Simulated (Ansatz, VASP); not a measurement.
# Ru in VASP and in Ansatz

```
CELL_PARAMETERS angstrom
4.23773 0.00000 0.00000
-2.11886 3.66998 0.00000
0.00000 0.00000 2.66665
ATOMIC_POSITIONS crystal
Ru 0.00000 0.00000 0.00000
Ru 0.33333 0.66667 0.50000
Ru 0.66667 0.33333 0.50000
```

Alike in both runs: functional r2SCAN; k mesh 12 × 12 × 16; occupations gaussian, width 0.1 eV; no spin polarisation.

Ansatz relaxed the structure, and its values are those at the end. VASP's run is a single point on that final structure, the one shown.

|  | VASP | Ansatz |
| --- | --- | --- |
| version | VASP 6.6.1 | Ansatz 0.2.0 |
| potentials or method | VASP PAW PBE potentials, release 64 (Ru_pv), cutoff 520 eV | scalar-relativistic, plane waves, PAW |
| valence electrons in the cell | 42 | 48 |

|  | VASP | Ansatz | Ansatz less VASP |
| --- | --- | --- | --- |
| gap on the k mesh at the Fermi level (eV) | none | none | - |
| pressure (GPa) | 1.4 | 0.0 | -1.46 |

VASP's potentials were made for PBE, not for r2SCAN. A gap of «none» marks a metal or a gap that the smearing closes. VASP's potentials hold 42 valence electrons a cell and Ansatz's 48, so a difference there can come from the potentials and not from the codes.
